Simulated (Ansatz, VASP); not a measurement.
## One calculation of ZrB2, two programs

INCAR

```
PREC     = Accurate       # precision mode
ENCUT    = 600            # plane-wave cutoff, eV
EDIFF    = 1E-6           # SCF threshold, eV
ISMEAR   = -1             # smearing method
SIGMA    = 0.15           # smearing width, eV
LREAL    = False          # projectors in reciprocal space
LASPH    = True           # aspherical terms in the spheres
NELM     = 60             # most SCF steps
ALGO     = Normal         # electronic algorithm
ISIF     = 3              # what is computed and relaxed
LWAVE    = False          # write WAVECAR
LCHARG   = False          # write CHGCAR
GGA      = CA             # functional
IBRION   = 2              # ionic algorithm
NSW      = 80             # ionic steps
EDIFFG   = -0.001         # ionic threshold
```

Contents of KPOINTS:

```
regular mesh
0
Gamma
  18 18 12
```

POSCAR

```
ZrB2
1.0
    3.1336193786      0.0000000000      0.0000000000
   -1.5668096893      2.7137939877      0.0000000000
    0.0000000000      0.0000000000      3.4870610255
Zr B
1 2
Direct
    0.0000000000      0.0000000000      0.0000000000
    0.3333333333      0.6666666667      0.5000000000
    0.6666666667      0.3333333333      0.5000000000
```

Input for Ansatz:

```yaml
crystal:
  lattice:
    - [3.1336193786, 0.0, 0.0]
    - [-1.5668096893, 2.7137939877, 0.0]
    - [0.0, 0.0, 3.4870610255]
  atoms:
    - { symbol: Zr, position: [0.0, 0.0, 0.0] }
    - { symbol: B, position: [0.3333333333, 0.6666666667, 0.5] }
    - { symbol: B, position: [0.6666666667, 0.3333333333, 0.5] }
basis:
  ecutwfc: 420
kpoints:
  mp_grid: { grid: [18, 18, 12] }
hamiltonian:
  xc: lda
  pseudopotentials: { kind: paw, azcp: { folder: soft_1 } }
scf:
  occupations: { method: fermi_dirac, width: 0.15 }
output:
  forces: true
  stress: true
  eigenvalues: true
relax:
  adjacent_minimum: "off"
  f_tol: 0.001
  max_steps: 60
  cell: { stress_tol: 0.01 }
```

Alike in both runs: task relaxation of cell and atoms; functional LDA; k mesh 18 × 18 × 12; occupations fermi-dirac, width 0.15 eV; no spin polarisation.

|  | VASP | Ansatz |
| --- | --- | --- |
| version | VASP 6.6.1 | Ansatz 0.2.0 |
| potentials or method | VASP PAW LDA potentials, release 64 (Zr_sv, B), cutoff 600 eV | scalar-relativistic, plane waves, PAW |
| valence electrons in the cell | 18 | 18 |

Ansatz gave:

| Property | Result |
| --- | --- |
| gap on the k mesh at the Fermi level, each at its own relaxed structure (eV) | none |
| relaxed volume (Å³/atom) | 9.89 |
| relaxed cell length with the largest relative difference (Å) | 3.489 |

Q: Which values does VASP return?

A: gap on the k mesh at the Fermi level, each at its own relaxed structure (eV): none; relaxed volume (Å³/atom): 9.91; relaxed cell length with the largest relative difference (Å): 3.492.

Ansatz warns that its potentials were made for another functional, while VASP's fit it. LDA's correlation is that of Perdew and Zunger in VASP and of Perdew and Wang (1992) in Ansatz. A gap of «none» marks a metal or a gap that the smearing closes.
